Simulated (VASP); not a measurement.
# MoSe (F-43m) in VASP: further runs

MoSe is run at these levels: r2SCAN; tasks: single point.

Everything below comes from runs of VASP 6.6.1. Logs are shortened: lines on timing, memory, paths and dates and some standing lists are left out, and cuts for length are marked.

## Step 1: The cell of the first run

Symmetry: F-43m, No. 216, cubic system. The conventional cell has a = 5.586 Å, b = 5.586 Å, c = 5.586 Å, α = 90.00°, β = 90.00°, γ = 90.00°. Within 3.2 Å of Mo (site symmetry -43m) lie 4 Se at 2.42 Å. Within 3.2 Å of Se (site symmetry -43m) lie 4 Mo at 2.42 Å.

## Step 2: Single point, r2SCAN, collinear spin (21.79 Å³/atom)

The input, POSCAR:

```
MoSe
1.0
    0.0000000000      2.7931809690      2.7931809690
    2.7931809690      0.0000000000      2.7931809690
    2.7931809690      2.7931809690      0.0000000000
Mo Se
1 1
Direct
    0.0000000000      0.0000000000      0.0000000000
    0.2500000000      0.2500000000      0.2500000000
```

The input, INCAR.step1:

```
PREC = Accurate ; ENCUT = 520
ISMEAR = 0 ; SIGMA = 0.05
LREAL = False ; LASPH = True
NELM = 150 ; ISPIN = 2
MAGMOM = 1.01 0 ; LMAXMIX = 4
NBANDS = 21 ; GGA = PE
ALGO = Normal ; EDIFF = 1E-4
LWAVE = True ; LCHARG = False
```

The input, INCAR.step2:

```
PREC = Accurate ; ENCUT = 520
EDIFF = 1E-6 ; ISMEAR = 0
SIGMA = 0.05 ; LREAL = False
LASPH = True ; NELM = 150
ALGO = Normal ; ISIF = 2
LWAVE = False ; LCHARG = False
ISPIN = 2 ; MAGMOM = 1.01 0
LORBIT = 11 ; LMAXMIX = 4
METAGGA = R2SCAN ; LMIXTAU = True
NBANDS = 21 ; ISTART = 1
```

The input, KPOINTS:

```
regular mesh
0
Gamma
  10 10 10
```

Potentials or basis: VASP PAW PBE potentials, release 64 (Mo_sv, Se).

The run is started by

```console
cat potpaw_PBE.64/Mo_sv/POTCAR potpaw_PBE.64/Se/POTCAR > POTCAR
cp INCAR.step1 INCAR
mpirun -np 1 vasp_std > vasp.out
cp INCAR.step2 INCAR
mpirun -np 1 vasp_std > vasp.out
```

OUTCAR:

```text
PREC = Accurate
   ENCUT = 520
   EDIFF = 1E-6
   ISMEAR = 0
   LREAL = False
   LASPH = True
   NELM = 150
   ISIF = 2
   ISPIN = 2
   LORBIT = 11
   METAGGA = R2SCAN
   ISTART = 1

 ion  position               nearest neighbor table
   1  0.000  0.000  0.000-   2 2.42   2 2.42   2 2.42   2 2.42
   2  0.250  0.250  0.250-   1 2.42   1 2.42   1 2.42   1 2.42

  LATTYP: Found a face centered cubic cell.
 ALAT       =     5.5863619380

  Lattice vectors:

 A1 = (   0.0000000000,   2.7931809690,   2.7931809690)
 A2 = (   2.7931809690,   0.0000000000,   2.7931809690)
 A3 = (   2.7931809690,   2.7931809690,   0.0000000000)

Analysis of symmetry for initial positions (statically):
=====================================================================
 Subroutine PRICEL returns:
 Original cell was already a primitive cell.

 Routine SETGRP: Setting up the symmetry group for a
 face centered cubic supercell.

 Subroutine GETGRP returns: Found 24 space group operations
 (whereof 24 operations were pure point group operations)
 out of a pool of 48 trial point group operations.

The static configuration has the point symmetry T_d .

Analysis of symmetry for dynamics (positions and initial velocities):
=====================================================================
 Subroutine PRICEL returns:
 Original cell was already a primitive cell.

 Routine SETGRP: Setting up the symmetry group for a
 face centered cubic supercell.

 Subroutine GETGRP returns: Found 24 space group operations
 (whereof 24 operations were pure point group operations)
 out of a pool of 48 trial point group operations.

The dynamic configuration has the point symmetry T_d .

Analysis of structural, dynamic, and magnetic symmetry:
=====================================================================
 Subroutine PRICEL returns:
 Original cell was already a primitive cell.

 Routine SETGRP: Setting up the symmetry group for a
 face centered cubic supercell.

 Subroutine GETGRP returns: Found 24 space group operations
 (whereof 24 operations were pure point group operations)
 out of a pool of 48 trial point group operations.

The overall configuration has the point symmetry T_d .

 Subroutine INISYM returns: Found 24 space group operations
 (whereof 24 operations are pure point group operations),
 and found     1 'primitive' translations

----------------------------------------------------------------------------------------

                                     Primitive cell

  volume of cell :      43.5840

  direct lattice vectors                    reciprocal lattice vectors
     0.000000000  2.793180969  2.793180969    -0.179007377  0.179007377  0.179007377
     2.793180969  0.000000000  2.793180969     0.179007377 -0.179007377  0.179007377
     2.793180969  2.793180969  0.000000000     0.179007377  0.179007377 -0.179007377

  length of vectors
     3.950154409  3.950154409  3.950154409     0.310049873  0.310049873  0.310049873

  position of ions in fractional coordinates (direct lattice)
     0.000000000  0.000000000  0.000000000
     0.250000000  0.250000000  0.250000000

  ion indices of the primitive-cell ions
   primitive index   ion index
                 1           1
                 2           2

----------------------------------------------------------------------------------------

 KPOINTS: regular mesh

Automatic generation of k-mesh.
 Grid dimensions read from file:
 generate k-points for:   10   10   10

 Generating k-lattice:

  Cartesian coordinates                     Fractional coordinates (reciprocal lattice)
    -0.017900738  0.017900738  0.017900738     0.100000000  0.000000000  0.000000000
     0.017900738 -0.017900738  0.017900738     0.000000000  0.100000000  0.000000000
     0.017900738  0.017900738 -0.017900738     0.000000000  0.000000000  0.100000000

  Length of vectors
     0.031004987  0.031004987  0.031004987

  Shift w.r.t. Gamma in fractional coordinates (k-lattice)
     0.000000000  0.000000000  0.000000000

 Subroutine IBZKPT returns following result:
 ===========================================

 Found     47 irreducible k-points:

 Following reciprocal coordinates:
            Coordinates               Weight
  0.000000  0.000000  0.000000      1.000000
  0.100000  0.000000  0.000000      8.000000
  0.200000  0.000000  0.000000      8.000000
  0.300000  0.000000  0.000000      8.000000
  0.400000  0.000000  0.000000      8.000000
  0.500000  0.000000  0.000000      4.000000
[... 16 lines left out ...]
  0.300000  0.300000  0.000000      6.000000
  0.400000  0.300000  0.000000     24.000000
 [... further k-points ...]
   k-points           NKPTS =     47   k-points in BZ     NKDIM =     47   number of bands    NBANDS=     21
   number of dos      NEDOS =    301   number of ions     NIONS =      2
   total plane-waves  NPLWV =  27000
   dimension x,y,z NGX =    30 NGY =   30 NGZ =   30
   dimension x,y,z NGXF=    60 NGYF=   60 NGZF=   60
   ions per type =               1   1
   NGX,Y,Z   is equivalent  to a cutoff of  12.63, 12.63, 12.63 a.u.
   NGXF,Y,Z  is equivalent  to a cutoff of  25.25, 25.25, 25.25 a.u.
 SYSTEM =  unknown system
   PREC   = accura    normal or accurate (medium, high low for compatibility)
   ISTART =      1    job   : 0-new  1-cont  2-samecut
   ICHARG =      0    charge: 1-file 2-atom 10-const
   ISPIN  =      2    spin polarized calculation?
   LNONCOLLINEAR =      F non collinear calculations
   LSORBIT =      F    spin-orbit coupling
   LASPH  =      T    aspherical Exc in radial PAW
   ENCUT  =  520.0 eV  38.22 Ry    6.18 a.u.   7.34  7.34  7.34*2*pi/ulx,y,z
   NELM   =    150;   NELMIN=  2; NELMDL=  0     # of ELM steps
   EDIFF  = 0.1E-05   stopping-criterion for ELM
   LREAL  =      F    real-space projection
   EDIFFG = 0.1E-04   stopping-criterion for IOM
   NSW    =      0    number of steps for IOM
   IBRION =     -1    ionic relax: 0-MD 1-quasi-New 2-CG
   NFREE  =      0    steps in history (QN), initial steepest desc. (CG)
   ISIF   =      2    stress and relaxation
   ISYM   =      2    0-nonsym 1-usesym 2-fastsym
   POTIM  = 0.5000    time-step for ionic-motion
   TEBEG  =    0.0;   TEEND  =   0.0 temperature during run
   PSTRESS=    0.0 pullay stress
   NELECT =      20.0000    total number of electrons
   NUPDOWN=      -1.0000    fix difference up-down
   EMIN   =  10.00;   EMAX   =-10.00  energy-range for DOS
   EFERMI =   0.00;   METHOD = LEGACY
   ISMEAR =     0;   SIGMA  =   0.05  broadening in eV -4-tet -1-fermi 0-gaus
   EFERMI_NEDOS =   21; number of points for ismear=-14 and -15
   IALGO  =     38    algorithm
   IMIX   =      4    mixing-type and parameters
     AMIX     =   0.40;   BMIX     =  1.00
     AMIX_MAG =   1.60;   BMIX_MAG =  1.00
  volume/ion in A,a.u.               =      21.79       147.06
  Fermi-wavevector in a.u.,A,eV,Ry     =   1.262726  2.386206 21.694173  1.594477
  Thomas-Fermi vector in A             =   2.396119
   LORBIT       =     11    0 simple, 1 ext, 2 COOP (PROOUT), +10 PAW based schemes
   METAGGA = R2SCAN    functional components
   LHFCALC =     F    Hartree Fock is set to
   AEXX    =    0.0000 exact exchange contribution
   IVDW    =     0    specifies the selected vdW correction
   LEPSILON=     F    determine dielectric tensor
   LRPA    =     F    only Hartree local field effects (RPA)
 spin polarized calculation
 Gauss-broadening in eV      SIGMA  =   0.05
  energy-cutoff  :      520.00
  volume of cell :       43.58
 maximum number of plane-waves:      1211
 NGX is ok and might be reduce to    30
   NGX = 15   NGY = 15   NGZ = 15

 number of electron      20.0000001 magnetization       1.2736931

 Free energy of the ion-electron system (eV)
  ---------------------------------------------------
  ext. energy  EPLUGINS =         0.00000000
  ---------------------------------------------------
  free energy    TOTEN  =       -39.64304374 eV

  energy without entropy =      -39.64043113  energy(sigma->0) =      -39.64173744

 E-fermi :   6.8706     XC(G=0): -11.0985

 val. band max:        6.8536544382   @ k =  -0.4000   0.1000   0.0000
 cond. band min:       6.8741149824   @ k =   0.5000   0.2000   0.1000
 fundamental gap:      0.0204605442
 Fermi energy:         6.8705788361

 spin component 1

 k-point     1 :       0.0000    0.0000    0.0000
  band No.  band energies     occupation
      1     -56.5023      1.00000
      2     -30.0050      1.00000
      3     -30.0050      1.00000
      4     -30.0050      1.00000
      5      -8.8927      1.00000
      6       1.2126      1.00000
[... 13 lines left out ...]
     20      20.6090      0.00000
     21      20.6090      0.00000

 k-point     2 :       0.1000    0.0000    0.0000
  band No.  band energies     occupation
      1     -56.5019      1.00000
      2     -30.0123      1.00000
      3     -30.0060      1.00000
      4     -30.0060      1.00000
      5      -8.8243      1.00000
      6       1.0949      1.00000
[... 520 lines left out ...]
 k-point    24 :       0.4000    0.3000    0.0000
  band No.  band energies     occupation
      1     -56.4978      1.00000
      2     -30.0669      1.00000
      3     -30.0273      1.00000
      4     -30.0254      1.00000
      5      -8.1048      1.00000
      6       0.1855      1.00000
[... 13 lines left out ...]
     20      22.9543      0.00000
     21      23.9439      0.00000

 [... further k-points ...]

 spin component 2

 k-point     1 :       0.0000    0.0000    0.0000
  band No.  band energies     occupation
      1     -55.6008      1.00000
      2     -28.9822      1.00000
      3     -28.9822      1.00000
      4     -28.9822      1.00000
      5      -8.8867      1.00000
      6       1.4254      1.00000
[... 13 lines left out ...]
     20      20.8465      0.00000
     21      20.8465      0.00000

 k-point     2 :       0.1000    0.0000    0.0000
  band No.  band energies     occupation
      1     -55.6004      1.00000
      2     -28.9901      1.00000
      3     -28.9834      1.00000
      4     -28.9834      1.00000
      5      -8.8200      1.00000
      6       1.3024      1.00000
[... 520 lines left out ...]
 k-point    24 :       0.4000    0.3000    0.0000
  band No.  band energies     occupation
      1     -55.5961      1.00000
      2     -29.0491      1.00000
      3     -29.0059      1.00000
      4     -29.0039      1.00000
      5      -8.1210      1.00000
      6       0.4948      1.00000
[... 13 lines left out ...]
     20      23.4509      0.00000
     21      24.2588      0.00000

 [... further k-points ...]
[... 5 lines left out ...]
  --------------------------------------------------------------------------------------
  -------------------------------------------------------------------------------------
  Total        1.3555389      1.3555389      1.3555389     -0.0000000      0.0000000     -0.0000000
  in kB       49.8305135     49.8305135     49.8305135     -0.0000000      0.0000000     -0.0000000
  external PRESSURE =      49.8305135 kB  Pullay stress =       0.0000000 kB

 VOLUME and BASIS-vectors are now :
 -----------------------------------------------------------------------------
  energy-cutoff  :      520.00
  volume of cell :       43.58
      direct lattice vectors                 reciprocal lattice vectors
     0.000000000  2.793180969  2.793180969    -0.179007377  0.179007377  0.179007377
     2.793180969  0.000000000  2.793180969     0.179007377 -0.179007377  0.179007377
     2.793180969  2.793180969  0.000000000     0.179007377  0.179007377 -0.179007377

 POSITION                                       TOTAL-FORCE (eV/Angst)
 -----------------------------------------------------------------------------------
      0.00000      0.00000      0.00000        -0.000000     -0.000000     -0.000000
      1.39659      1.39659      1.39659         0.000000      0.000000      0.000000
 -----------------------------------------------------------------------------------
    total drift:                                0.000000      0.000000     -0.000000

  FREE ENERGIE OF THE ION-ELECTRON SYSTEM (eV)
  ---------------------------------------------------
  free  energy   TOTEN  =       -39.6430437429 eV

  energy  without entropy=      -39.6404311309  energy(sigma->0) =      -39.64173744

 total charge

# of ion       s       p       d       tot
------------------------------------------
    1        2.268   6.118   4.094  12.479
    2        1.426   2.492   0.150   4.067
--------------------------------------------------
tot          3.694   8.609   4.243  16.546

 magnetization (x)

# of ion       s       p       d       tot
------------------------------------------
    1        0.036   0.014   1.111   1.161
    2       -0.004  -0.036   0.021  -0.019
--------------------------------------------------
tot          0.032  -0.022   1.132   1.142
```

It took 4.5 min on 1 thread of AMD EPYC 7R13 (Zen 3), shared host; peak memory 0.21 GiB.

What came out:

```
Free energy                                           : -39.6430 eV
Pressure                                              : 5.0 GPa
Net moment                                            : 1.27 μB per cell
Site moments                                          : Mo +1.16; Se -0.02 μB
Valence electrons inside the program's atomic spheres : Mo 12.48; Se 4.07
```

Levels at points of the mesh, in eV from the Fermi level:
Spin up:
```csv
k point,band 7,band 8,band 9,band 10,band 11,band 12,band 13,band 14,band 15,band 16
"(0.00, 0.00, 0.00)",-5.66,-5.66,-1.67,-1.67,1.42,4.33,4.33,4.33,7.82,7.82
"(0.50, 0.00, 0.00)",-5.29,-5.29,-1.21,-1.21,-0.44,2.13,2.13,3.95,8.61,9.12
"(0.50, 0.50, 0.00)",-4.42,-4.42,-1.90,-0.89,-0.73,0.40,0.40,6.16,7.37,11.09
```
Spin down:
| k point | band 7 | band 8 | band 9 | band 10 | band 11 | band 12 |
| --- | --- | --- | --- | --- | --- | --- |
| (0.00, 0.00, 0.00) | -5.45 | -5.45 | 0.04 | 0.04 | 1.71 | 4.63 |
| (0.50, 0.00, 0.00) | -4.99 | -4.99 | 0.12 | 0.35 | 0.35 | 2.52 |
| (0.50, 0.50, 0.00) | -4.29 | -4.29 | -1.54 | 0.67 | 0.90 | 0.90 |

Caveat: the cell stands under pressure; the PAW data sets were made with another functional, which shifts forces and pressure a little.

## Step 3: Single point, r2SCAN, collinear spin (22.25 Å³/atom)

This run uses another cell than the first one, of 22.25 Å³/atom.

The input, POSCAR:

```
MoSe
1.0
    0.0000000000      2.8124448948      2.8124448948
    2.8124448948      0.0000000000      2.8124448948
    2.8124448948      2.8124448948      0.0000000000
Mo Se
1 1
Direct
    0.0000000000      0.0000000000      0.0000000000
    0.2500000000      0.2500000000      0.2500000000
```

The input, INCAR.step1:

```
PREC = Accurate
ENCUT = 520
ISMEAR = 0
SIGMA = 0.05
LREAL = F
LASPH = T
NELM = 150
ISPIN = 2
MAGMOM = 1.02 0
LMAXMIX = 4
NBANDS = 21
GGA = PE
ALGO = Normal
EDIFF = 1E-4
LWAVE = T
LCHARG = F
```

The input, INCAR.step2:

```
PREC = Accurate
ENCUT = 520
EDIFF = 1E-7
ISMEAR = 0
SIGMA = 0.05
LREAL = F
LASPH = T
NELM = 150
ALGO = Normal
ISIF = 2
LWAVE = F
LCHARG = F
ISPIN = 2
MAGMOM = 1.02 0
LORBIT = 11
LMAXMIX = 4
METAGGA = R2SCAN
LMIXTAU = T
NBANDS = 21
ISTART = 1
```

KPOINTS is that of step 2.

Potentials or basis: VASP PAW PBE potentials, release 64 (Mo_sv, Se).

The run is started by

```console
cat potpaw_PBE.64/Mo_sv/POTCAR potpaw_PBE.64/Se/POTCAR > POTCAR
cp INCAR.step1 INCAR
mpirun -np 1 vasp_std > vasp.out
cp INCAR.step2 INCAR
mpirun -np 1 vasp_std > vasp.out
```

It took 5.5 min on 1 thread of AMD EPYC 7R13 (Zen 3), shared host; peak memory 0.21 GiB.

Results (log left out):

| Property | Result |
| --- | --- |
| Free energy | -39.6640 eV |
| Pressure | 2.4 GPa |
| Net moment | 1.28 μB per cell |
| Site moments | Mo +1.17; Se -0.02 μB |
| Valence electrons inside the program's atomic spheres | Mo 12.44; Se 4.05 |

Levels at points of the mesh, in eV from the Fermi level:
Spin up:
```
           k point  band 7  band 8  band 9  band 10  band 11  band 12  band 13  band 14  band 15  band 16
(0.00, 0.00, 0.00)   -5.59   -5.59   -1.68    -1.68     1.34     4.19     4.19     4.19     7.68     7.68
(0.50, 0.00, 0.00)   -5.23   -5.23   -1.23    -1.23    -0.46     2.05     2.05     3.87     8.45     8.96
(0.50, 0.50, 0.00)   -4.40   -4.40   -1.85    -0.93    -0.78     0.36     0.36     5.98     7.24    10.85
```
Spin down:
| k point | band 7 | band 8 | band 9 | band 10 | band 11 | band 12 |
| --- | --- | --- | --- | --- | --- | --- |
| (0.00, 0.00, 0.00) | -5.38 | -5.38 | 0.06 | 0.06 | 1.63 | 4.49 |
| (0.50, 0.00, 0.00) | -4.94 | -4.94 | 0.09 | 0.35 | 0.35 | 2.44 |
| (0.50, 0.50, 0.00) | -4.28 | -4.28 | -1.50 | 0.64 | 0.86 | 0.86 |

Caveat: the PAW data sets were made with another functional, which shifts forces and pressure a little.

## Step 4: Single point, r2SCAN, collinear spin (22.64 Å³/atom)

This run uses another cell than the first one, of 22.64 Å³/atom.

The input, POSCAR:

```
MoSe
1.0
    0.0000000000      2.8288222034      2.8288222034
    2.8288222034      0.0000000000      2.8288222034
    2.8288222034      2.8288222034      0.0000000000
Mo Se
1 1
Direct
    0.0000000000      0.0000000000      0.0000000000
    0.2500000000      0.2500000000      0.2500000000
```

The input, INCAR.step1:

```
  ALGO = Normal
  EDIFF = 1E-4
  ENCUT = 520
  GGA = PE
  ISMEAR = 0
  ISPIN = 2
  LASPH = T
  LCHARG = F
  LMAXMIX = 4
  LREAL = F
  LWAVE = T
  MAGMOM = 1.02 0
  NBANDS = 21
  NELM = 150
  PREC = Accurate
  SIGMA = 0.05
```

The input, INCAR.step2:

```
  ALGO = Normal
  EDIFF = 1E-7
  ENCUT = 520
  ISIF = 2
  ISMEAR = 0
  ISPIN = 2
  ISTART = 1
  LASPH = T
  LCHARG = T
  LELF = T
  LMAXMIX = 4
  LMIXTAU = T
  LORBIT = 11
  LREAL = F
  LVHAR = T
  LWAVE = F
  MAGMOM = 1.02 0
  METAGGA = R2SCAN
  NBANDS = 21
  NELM = 150
  PREC = Accurate
  SIGMA = 0.05
```

The input, KPOINTS:

```
k-points
0
Gamma
  10 10 10
```

The run is started by

```console
cat potpaw_PBE.64/Mo_sv/POTCAR potpaw_PBE.64/Se/POTCAR > POTCAR
cp INCAR.step1 INCAR
mpirun -np 1 vasp_std > vasp.out
cp INCAR.step2 INCAR
mpirun -np 1 vasp_std > vasp.out
```

It took 5.2 min on 1 thread of AMD EPYC 7R13 (Zen 3), shared host; peak memory 0.21 GiB.

Results (log left out):

- Free energy: -39.6709 eV
- Pressure: 0.4 GPa
- Net moment: 1.28 μB per cell
- Site moments: Mo +1.17; Se -0.03 μB
- Valence electrons inside the program's atomic spheres: Mo 12.41; Se 4.03

Levels at points of the mesh, in eV from the Fermi level:
Spin up:
| k point | band 7 | band 8 | band 9 | band 10 | band 11 | band 12 | band 13 | band 14 | band 15 | band 16 |
| --- | --- | --- | --- | --- | --- | --- | --- | --- | --- | --- |
| (0.00, 0.00, 0.00) | -5.53 | -5.53 | -1.69 | -1.69 | 1.27 | 4.08 | 4.08 | 4.08 | 7.57 | 7.57 |
| (0.50, 0.00, 0.00) | -5.19 | -5.19 | -1.25 | -1.25 | -0.47 | 1.98 | 1.98 | 3.81 | 8.31 | 8.84 |
| (0.50, 0.50, 0.00) | -4.39 | -4.39 | -1.82 | -0.96 | -0.82 | 0.34 | 0.34 | 5.83 | 7.12 | 10.65 |
Spin down:
```tsv
k point	band 7	band 8	band 9	band 10	band 11	band 12
(0.00, 0.00, 0.00)	-5.33	-5.33	0.07	0.08	1.56	4.37
(0.50, 0.00, 0.00)	-4.90	-4.90	0.07	0.36	0.36	2.37
(0.50, 0.50, 0.00)	-4.27	-4.27	-1.47	0.62	0.83	0.83
```

Caveat: the PAW data sets were made with another functional, which shifts forces and pressure a little.

## Step 5: Summary

```tsv
cell	gap on the mesh (eV)	pressure (GPa)	moment (μB)
a = 3.950 Å, angles 60.0°, 2 atoms	none	5.0	1.27
a = 3.977 Å, angles 60.0°, 2 atoms	none	2.4	1.28
a = 4.001 Å, angles 60.0°, 2 atoms	none	0.4	1.28
```

Alike in all rows: task single point; level r2SCAN; potentials or basis VASP PAW PBE potentials, release 64 (Mo_sv, Se); spin collinear; k mesh 10 × 10 × 10; cutoff (eV) 520; smearing gaussian 0.05 eV.

Caveats: the PAW data sets were made with another functional, which shifts forces and pressure a little; the cell stands under pressure (at least some runs).

Absolute energies hang on the potentials; compare differences alone.

The gap in the log of VASP goes by the Fermi energy; the results here count the filled bands.